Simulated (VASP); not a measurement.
Crystal: MgO.

```
Mg O
1.0
     0.00000    2.06866    2.06866
     2.06866    0.00000    2.06866
     2.06866    2.06866    0.00000
Mg O
1 1
Direct
  0.00000 0.00000 0.00000
  0.50000 0.50000 0.50000
```

This cell differs from its parent crystal: volume scaled by 0.96.

Base run:

```yaml
Program: VASP 6.6.1
Functional: r2SCAN
Potentials_or_basis: VASP PAW PBE potentials, release 64 (Mg, O)
Cutoff: 660 eV
k_mesh: 11 × 11 × 11
Occupations: fermi-dirac, width 0.05 eV
Spin: no spin polarisation
```

Its results: band gap on the k mesh 6.17 eV, direct; pressure 7.4 GPa.

Question: The run is repeated on the same cell with these changes: potentials or basis from VASP PAW PBE potentials, release 64 (Mg, O) to VASP PAW PBE potentials, release 64 (Mg_sv, O); further incar settings from ALGO = Normal; EDIFF = 1e-06; NBANDS = 11 to ALGO = Normal; EDIFF = 1e-06; NBANDS = 15; valence electrons from 8 to 16. What comes out?

Answer: Band gap on the k mesh 6.22 eV, direct; pressure 8.3 GPa.

Caveats: the PAW data sets were made with another functional, which shifts forces and pressure a little.

